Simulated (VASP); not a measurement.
# S8 in VASP: a series of runs

S8 is run at these levels: PBE+D3(BJ); tasks: single point.

Everything below comes from runs of VASP 6.6.1. Logs are shortened: lines on timing, memory, paths and dates and some standing lists are left out, and cuts for length are marked.

### 1 The cell of the first run

The cell holds a molecule in a box, 8 atoms: a = 13.800 Å, b = 14.000 Å, c = 10.400 Å, α = 90.00°, β = 90.00°, γ = 90.00°.

### 2 Single point, PBE+D3(BJ)

INCAR

```
PREC     = Accurate       # precision mode
ENCUT    = 520            # plane-wave cutoff, eV
EDIFF    = 1E-6           # SCF threshold, eV
ISMEAR   = 0              # smearing method
SIGMA    = 0.01           # smearing width, eV
LREAL    = F              # projectors in reciprocal space
LASPH    = T              # aspherical terms in the spheres
NELM     = 100            # most SCF steps
ALGO     = Normal         # electronic algorithm
ISIF     = 2              # what is computed and relaxed
LWAVE    = F              # write WAVECAR
LCHARG   = F              # write CHGCAR
GGA      = PE             # functional
IVDW     = 12             # dispersion correction
NBANDS   = 34             # bands
```

KPOINTS

```
Automatic mesh
0
Gamma
  1 1 1
```

POSCAR

```
S
1.0
   13.8000000000      0.0000000000      0.0000000000
    0.0000000000     14.0000000000      0.0000000000
    0.0000000000      0.0000000000     10.4000000000
S
8
Direct
    0.3276648855      0.5000000000      0.4530022364
    0.3781384214      0.3798793011      0.5469977636
    0.3781384214      0.6201206989      0.5469977636
    0.5000000000      0.3301268157      0.4530022364
    0.5000000000      0.6698731843      0.4530022364
    0.6218615786      0.3798793011      0.5469977636
    0.6218615786      0.6201206989      0.5469977636
    0.6723351145      0.5000000000      0.4530022364
```

Potentials or basis: VASP PAW PBE potentials, release 64 (S).

Run with:

```bash
cat potpaw_PBE.64/S/POTCAR > POTCAR
mpirun -np 1 vasp_gam > vasp.out
```

OUTCAR:

```text
PREC = Accurate
   ENCUT = 520
   EDIFF = 1E-6
   ISMEAR = 0
   LREAL = F
   LASPH = T
   NELM = 100
   ISIF = 2
   GGA = PE
   IVDW = 12
 IVDW          = 12

 ion  position               nearest neighbor table
   1  0.328  0.500  0.453-   2 2.07   3 2.07
   2  0.378  0.380  0.547-   1 2.07   4 2.07
   3  0.378  0.620  0.547-   1 2.07   5 2.07
   4  0.500  0.330  0.453-   2 2.07   6 2.07
   5  0.500  0.670  0.453-   3 2.07   7 2.07
   6  0.622  0.380  0.547-   8 2.07   4 2.07
   7  0.622  0.620  0.547-   8 2.07   5 2.07
   8  0.672  0.500  0.453-   6 2.07   7 2.07

  LATTYP: Found a simple orthorhombic cell.
 ALAT       =    10.4000000000
 B/A-ratio  =     1.3269230769
 C/A-ratio  =     1.3461538462

  Lattice vectors:

 A1 = (   0.0000000000,   0.0000000000,  10.4000000000)
 A2 = (  13.8000000000,   0.0000000000,   0.0000000000)
 A3 = (   0.0000000000,  14.0000000000,   0.0000000000)

Analysis of symmetry for initial positions (statically):
=====================================================================
 Subroutine PRICEL returns:
 Original cell was already a primitive cell.

 Routine SETGRP: Setting up the symmetry group for a
 simple orthorhombic supercell.

 Subroutine GETGRP returns: Found  4 space group operations
 (whereof  4 operations were pure point group operations)
 out of a pool of  8 trial point group operations.

The static configuration has the point symmetry C_2v.

Analysis of symmetry for dynamics (positions and initial velocities):
=====================================================================
 Subroutine PRICEL returns:
 Original cell was already a primitive cell.

 Routine SETGRP: Setting up the symmetry group for a
 simple orthorhombic supercell.

 Subroutine GETGRP returns: Found  4 space group operations
 (whereof  4 operations were pure point group operations)
 out of a pool of  8 trial point group operations.

The dynamic configuration has the point symmetry C_2v.

 Subroutine INISYM returns: Found  4 space group operations
 (whereof  4 operations are pure point group operations),
 and found     1 'primitive' translations

----------------------------------------------------------------------------------------

                                     Primitive cell

  volume of cell :    2009.2800

  direct lattice vectors                    reciprocal lattice vectors
    13.800000000  0.000000000  0.000000000     0.072463768  0.000000000  0.000000000
     0.000000000 14.000000000  0.000000000     0.000000000  0.071428571  0.000000000
     0.000000000  0.000000000 10.400000000     0.000000000  0.000000000  0.096153846

  length of vectors
    13.800000000 14.000000000 10.400000000     0.072463768  0.071428571  0.096153846

  position of ions in fractional coordinates (direct lattice)
     0.327664885  0.500000000  0.453002236
     0.378138421  0.379879301  0.546997764
     0.378138421  0.620120699  0.546997764
     0.500000000  0.330126816  0.453002236
     0.500000000  0.669873184  0.453002236
     0.621861579  0.379879301  0.546997764
     0.621861579  0.620120699  0.546997764
     0.672335115  0.500000000  0.453002236

  ion indices of the primitive-cell ions
   primitive index   ion index
                 1           1
                 2           2
                 3           3
                 4           4
                 5           5
                 6           6
                 7           7
                 8           8

----------------------------------------------------------------------------------------

 KPOINTS: Automatic mesh

Automatic generation of k-mesh.
 Grid dimensions read from file:
 generate k-points for:    1    1    1

 Generating k-lattice:

  Cartesian coordinates                     Fractional coordinates (reciprocal lattice)
     0.072463768  0.000000000  0.000000000     1.000000000  0.000000000  0.000000000
     0.000000000  0.071428571  0.000000000     0.000000000  1.000000000  0.000000000
     0.000000000  0.000000000  0.096153846     0.000000000  0.000000000  1.000000000

  Length of vectors
     0.072463768  0.071428571  0.096153846

  Shift w.r.t. Gamma in fractional coordinates (k-lattice)
     0.000000000  0.000000000  0.000000000

 Subroutine IBZKPT returns following result:
 ===========================================

 Found      1 irreducible k-points:

 Following reciprocal coordinates:
            Coordinates               Weight
  0.000000  0.000000  0.000000      1.000000
   k-points           NKPTS =      1   k-points in BZ     NKDIM =      1   number of bands    NBANDS=     34
   number of dos      NEDOS =    301   number of ions     NIONS =      8
   total plane-waves  NPLWV = 933120
   dimension x,y,z NGX =   108 NGY =  108 NGZ =   80
   dimension x,y,z NGXF=   216 NGYF=  216 NGZF=  160
   ions per type =               8
   NGX,Y,Z   is equivalent  to a cutoff of  13.01, 12.82, 12.79 a.u.
   NGXF,Y,Z  is equivalent  to a cutoff of  26.02, 25.65, 25.58 a.u.
 SYSTEM =  unknown system
   PREC   = accura    normal or accurate (medium, high low for compatibility)
   ISTART =      0    job   : 0-new  1-cont  2-samecut
   ICHARG =      2    charge: 1-file 2-atom 10-const
   ISPIN  =      1    spin polarized calculation?
   LNONCOLLINEAR =      F non collinear calculations
   LSORBIT =      F    spin-orbit coupling
   LASPH  =      T    aspherical Exc in radial PAW
   ENCUT  =  520.0 eV  38.22 Ry    6.18 a.u.  25.66 26.03 19.34*2*pi/ulx,y,z
   NELM   =    100;   NELMIN=  2; NELMDL= -5     # of ELM steps
   EDIFF  = 0.1E-05   stopping-criterion for ELM
   LREAL  =      F    real-space projection
[... 7 lines left out ...]
   TEBEG  =    0.0;   TEEND  =   0.0 temperature during run
   PSTRESS=    0.0 pullay stress
   NELECT =      48.0000    total number of electrons
   NUPDOWN=      -1.0000    fix difference up-down
   EMIN   =  10.00;   EMAX   =-10.00  energy-range for DOS
   EFERMI =   0.00;   METHOD = LEGACY
   ISMEAR =     0;   SIGMA  =   0.01  broadening in eV -4-tet -1-fermi 0-gaus
   EFERMI_NEDOS =   21; number of points for ismear=-14 and -15
   IALGO  =     38    algorithm
   IMIX   =      4    mixing-type and parameters
     AMIX     =   0.40;   BMIX     =  1.00
     AMIX_MAG =   1.60;   BMIX_MAG =  1.00
  volume/ion in A,a.u.               =     251.16      1694.91
  Fermi-wavevector in a.u.,A,eV,Ry     =   0.471493  0.890992  3.024650  0.222305
  Thomas-Fermi vector in A             =   1.464170
   LORBIT       =      0    0 simple, 1 ext, 2 COOP (PROOUT), +10 PAW based schemes
   GGA     = PE    functional components
   LHFCALC =     F    Hartree Fock is set to
   AEXX    =    0.0000 exact exchange contribution
   IVDW    =    12    specifies the selected vdW correction
   LEPSILON=     F    determine dielectric tensor
   LRPA    =     F    only Hartree local field effects (RPA)
 non-spin polarized calculation
 Gauss-broadening in eV      SIGMA  =   0.01
  energy-cutoff  :      520.00
  volume of cell :     2009.28
 maximum number of plane-waves:     27091
 NGX is ok and might be reduce to   108
   NGX = 51   NGY = 53   NGZ = 39

 number of electron      47.9999999 magnetization

 Free energy of the ion-electron system (eV)
  ---------------------------------------------------
  ext. energy  EPLUGINS =         0.00000000
  ---------------------------------------------------
  free energy    TOTEN  =       -32.99856290 eV

  energy without entropy =      -32.99856290  energy(sigma->0) =      -32.99856290

 E-fermi :  -5.5960     XC(G=0):  -1.4239

 val. band max:       -5.7102221735   @ k =   0.0000   0.0000   0.0000
 cond. band min:      -2.3487744775   @ k =   0.0000   0.0000   0.0000
 fundamental gap:      3.3614476960
 Fermi energy:        -5.5960065336

 k-point     1 :       0.0000    0.0000    0.0000
  band No.  band energies     occupation
      1     -21.0989      2.00000
      2     -20.3044      2.00000
      3     -20.3044      2.00000
      4     -18.2096      2.00000
      5     -18.2096      2.00000
      6     -15.3657      2.00000
[... 26 lines left out ...]
     33       0.1070      0.00000
     34       0.9811      0.00000

------------------------ aborting loop because EDIFF is reached ----------------------------------------

 Edisp (eV)   -0.58922

 E8    (eV) :    -0.2385

  FORCE on cell =-STRESS in cart. coord.  units (eV):
  Direction    XX          YY          ZZ          XY          YZ          ZX
  --------------------------------------------------------------------------------------
  -------------------------------------------------------------------------------------
  Total      -0.78123    -0.78010    -0.51112     0.00000     0.00000     0.00000
  in kB      -0.62295    -0.62204    -0.40757     0.00000     0.00000     0.00000
  external pressure =       -0.55 kB  Pullay stress =        0.00 kB

 VOLUME and BASIS-vectors are now :
 -----------------------------------------------------------------------------
  energy-cutoff  :      520.00
  volume of cell :     2009.28
      direct lattice vectors                 reciprocal lattice vectors
    13.800000000  0.000000000  0.000000000     0.072463768  0.000000000  0.000000000
     0.000000000 14.000000000  0.000000000     0.000000000  0.071428571  0.000000000
     0.000000000  0.000000000 10.400000000     0.000000000  0.000000000  0.096153846

 POSITION                                       TOTAL-FORCE (eV/Angst)
 -----------------------------------------------------------------------------------
      4.52178      7.00000      4.71122         0.073517      0.000000      0.105997
      5.21831      5.31831      5.68878         0.052238      0.052348     -0.106018
      5.21831      8.68169      5.68878         0.052238     -0.052348     -0.106018
      6.90000      4.62178      4.71122         0.000000      0.073722      0.106039
      6.90000      9.37822      4.71122         0.000000     -0.073722      0.106039
      8.58169      5.31831      5.68878        -0.052238      0.052348     -0.106018
      8.58169      8.68169      5.68878        -0.052238     -0.052348     -0.106018
      9.27822      7.00000      4.71122        -0.073517      0.000000      0.105997
 -----------------------------------------------------------------------------------
    total drift:                               -0.000000     -0.000000      0.000074

  FREE ENERGIE OF THE ION-ELECTRON SYSTEM (eV)
  ---------------------------------------------------
  free  energy   TOTEN  =       -33.5877873666 eV

  energy  without entropy=      -33.5877873666  energy(sigma->0) =      -33.58778737
```

It took 5.3 min on 1 thread of Intel Xeon Platinum 8175M at 2.50GHz (Skylake/Cascade Lake), shared host; peak memory 1.4 GiB.

What came out:

| Property | Result |
| --- | --- |
| Free energy | -33.5878 eV |
| Largest force | 0.129 eV/Å |
| Gap between the frontier levels | 3.36 eV |
| Dispersion energy per atom | -0.074 eV |

Forces in eV/Å, atoms in the order of the input:
```
S    0.074  0.000  0.106
S    0.052  0.052 -0.106
S    0.052 -0.052 -0.106
S    0.000  0.074  0.106
S    0.000 -0.074  0.106
S   -0.052  0.052 -0.106
S   -0.052 -0.052 -0.106
S   -0.074  0.000  0.106
```

Levels at points of the mesh, in eV from the valence-band top:
| k point | band 20 | band 21 | band 22 | band 23 | band 24 | band 25 | band 26 | band 27 | band 28 | band 29 |
| --- | --- | --- | --- | --- | --- | --- | --- | --- | --- | --- |
| (0.00, 0.00, 0.00) | -0.34 | -0.34 | -0.08 | -0.08 | 0.00 | 3.36 | 3.36 | 3.69 | 4.54 | 4.54 |

### 3 Single point, PBE+D3(BJ)

INCAR

```
  PREC = Accurate
  ENCUT = 520
  EDIFF = 1E-7
  ISMEAR = 0
  SIGMA = 0.01
  LREAL = F
  LASPH = T
  NELM = 60
  ALGO = Normal
  ISIF = 2
  LWAVE = F
  LCHARG = F
  GGA = PE
  IVDW = 12
  NBANDS = 34
```

KPOINTS

```
regular mesh
0
Gamma
  1 1 1
```

POSCAR

```
S
1.0
   13.8000000000      0.0000000000      0.0000000000
    0.0000000000     14.0000000000      0.0000000000
    0.0000000000      0.0000000000     10.4000000000
S
8
Direct
    0.3276017004      0.5000000000      0.4531129087
    0.3780960144      0.3798378534      0.5468871714
    0.3780960144      0.6201621466      0.5468871714
    0.5000000000      0.3300657901      0.4531127484
    0.5000000000      0.6699342099      0.4531127484
    0.6219039856      0.3798378534      0.5468871714
    0.6219039856      0.6201621466      0.5468871714
    0.6723982996      0.5000000000      0.4531129087
```

Potentials or basis: VASP PAW PBE potentials, release 64 (S).

Run with:

```bash
cat potpaw_PBE.64/S/POTCAR > POTCAR
mpirun -np 1 vasp_gam > vasp.out
```

Run time: 5 min. Hardware: 1 thread of Intel Xeon Platinum 8175M at 2.50GHz (Skylake/Cascade Lake), shared host; peak memory 1.3 GiB.

It converged, with:

| Item | Value |
| --- | --- |
| Free energy | -33.5882 eV |
| Largest force | 0.112 eV/Å |
| Gap between the frontier levels | 3.35 eV |
| Dispersion energy per atom | -0.074 eV |

Forces in eV/Å, atoms in the order of the input:
```
S    0.072  0.000  0.086
S    0.051  0.051 -0.086
S    0.051 -0.051 -0.086
S    0.000  0.073  0.086
S    0.000 -0.073  0.086
S   -0.051  0.051 -0.086
S   -0.051 -0.051 -0.086
S   -0.072  0.000  0.086
```

Levels at points of the mesh, in eV from the valence-band top:
| k point | band 20 | band 21 | band 22 | band 23 | band 24 | band 25 | band 26 | band 27 | band 28 | band 29 |
| --- | --- | --- | --- | --- | --- | --- | --- | --- | --- | --- |
| (0.00, 0.00, 0.00) | -0.35 | -0.35 | -0.10 | -0.10 | 0.00 | 3.35 | 3.35 | 3.68 | 4.54 | 4.54 |
